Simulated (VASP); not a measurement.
Here is a VASP 6.6.1 calculation.

File INCAR:

```
PREC = Accurate
ENCUT = 520
EDIFF = 1E-7
ISMEAR = 0
SIGMA = 0.15
LREAL = F
LASPH = T
NELM = 100
ALGO = Fast
ISIF = 2
LWAVE = F
LCHARG = F
GGA = CA
NBANDS = 12
```

Contents of KPOINTS:

```
Automatic mesh
0
Gamma
  22 22 22
```

File POSCAR:

```
Ti
1.0
    0.0000000000      2.1566817440      1.5836514046
    2.1566817440      0.0000000000      1.5836514046
    2.1566817440      2.1566817440      0.0000000000
Ti
1
Direct
    0.0000000000      0.0000000000      0.0000000000
```

Potentials or basis: VASP PAW LDA potentials, release 64 (Ti_sv).

Launch:

```console
$ cat potpaw_LDA.64/Ti_sv/POTCAR > POTCAR
$ mpirun -np 1 vasp_std > vasp.out
```

Predict the pressure.

9.8 GPa.

Estimate the band gap on the k mesh.

zero (band 6 reaches 10.71 eV, above the bottom of band 7 at 8.96 eV).

Stress tensor (GPa, compression positive):
```
9.67 0.00 0.00
0.00 9.67 0.00
0.00 0.00 9.91
```
